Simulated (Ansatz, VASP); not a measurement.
Ru: VASP beside Ansatz

```
Ru
1.0
     4.26830    0.00000    0.00000
    -2.13415    3.69646    0.00000
     0.00000    0.00000    2.68443
Ru
3
Direct
  0.00000 0.00000 0.00000
  0.33333 0.66667 0.50000
  0.66667 0.33333 0.50000
```

Alike in both runs: functional PBE; k mesh 9 × 9 × 13; occupations fermi-dirac, width 0.08 eV; no spin polarisation.

Ansatz relaxed the structure, and its values are those at the end. VASP's run is a single point on that final structure, the one shown.

|  | VASP | Ansatz |
| --- | --- | --- |
| version | VASP 6.6.1 | Ansatz 0.2.0 |
| potentials or method | VASP PAW PBE potentials, release 64 (Ru_pv) | PAW with Ansatz's default frozen-core files, scalar-relativistic |
| plane-wave cutoff (eV) | 520 | 420 |
| valence electrons in the cell | 42 | 48 |

```csv
,VASP,Ansatz,Ansatz less VASP
pressure (GPa),0.0,0.0,+0.03
```

The functional is the same, so the differences come from potentials, cutoffs and numerics. VASP's potentials hold 42 valence electrons a cell and Ansatz's 48, so a difference there can come from the potentials and not from the codes.
